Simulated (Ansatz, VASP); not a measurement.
Given: the input of a run of Ansatz 0.2.0 on Nb.

The input input:

```
crystal:
  lattice:
    - [2.71964, 0.0, 0.0]
    - [0.0, 2.71964, 0.0]
    - [0.0, 0.0, 2.71964]
  atoms:
    - { symbol: Nb, position: [0.5, 0.5, 0.5] }
hamiltonian:
  xc: pbe0
  pseudopotentials: { kind: paw }
kpoints:
  mp_grid: { grid: [5, 5, 5] }
scf:
  occupations: { method: fermi_dirac, width: 0.05 }
output:
  forces: true
  stress: true
  eigenvalues: true
relax:
  f_tol: 0.01
  max_steps: 40
  cell: { stress_tol: 0.05 }
```

Question: Set up the same calculation for VASP 6.6.1. Potentials there: VASP PAW PBE potentials, release 64 (Nb_sv).

Answer: As run (the cutoff follows the program's own potentials):

POSCAR

```
Nb
1.0
    2.7196400000      0.0000000000      0.0000000000
    0.0000000000      2.7196400000      0.0000000000
    0.0000000000      0.0000000000      2.7196400000
Nb
1
Direct
    0.5000000000      0.5000000000      0.5000000000
```

File INCAR.step1:

```
  PREC = Accurate
  ENCUT = 600
  EDIFF = 1E-5
  ISMEAR = -1
  SIGMA = 0.05
  LREAL = F
  LASPH = T
  NELM = 80
  ALGO = Normal
  LWAVE = T
  LCHARG = F
  GGA = PE
  NBANDS = 12
```

File INCAR.step2:

```
  PREC = Accurate
  ENCUT = 600
  EDIFF = 1E-6
  ISMEAR = -1
  SIGMA = 0.05
  LREAL = F
  LASPH = T
  NELM = 80
  ALGO = Normal
  ISIF = 3
  LWAVE = F
  LCHARG = F
  GGA = PE
  LHFCALC = T
  AEXX = 0.25
  PRECFOCK = Normal
  IBRION = 2
  NSW = 60
  EDIFFG = -0.01
  ISTART = 1
```

The input KPOINTS:

```
regular mesh
0
Gamma
  5 5 5
```

Potentials or basis: VASP PAW PBE potentials, release 64 (Nb_sv).

Command:

```console
$ cat potpaw_PBE.64/Nb_sv/POTCAR > POTCAR
$ cp INCAR.step1 INCAR
$ mpirun -np 1 vasp_std > vasp.out
$ cp INCAR.step2 INCAR
$ mpirun -np 1 vasp_std > vasp.out
```

Both were run:

|  | VASP | Ansatz | Ansatz less VASP |
| --- | --- | --- | --- |
| gap on the k mesh at the Fermi level, each at its own relaxed structure (eV) | none | none | - |
| relaxed volume (Å³/atom) | 20.33 | 20.42 | +0.095 |
| relaxed cell length with the largest relative difference (Å) | 2.729 | 2.733 | +0.0042 |

A gap of «none» marks a metal or a gap that the smearing closes.

The k mesh is coarse, so the values compare programs but aren't converged. Noted on Ansatz's run: the plane-wave basis is chosen anew once the cell has moved, so the energies of steps on either side of that aren't comparable.
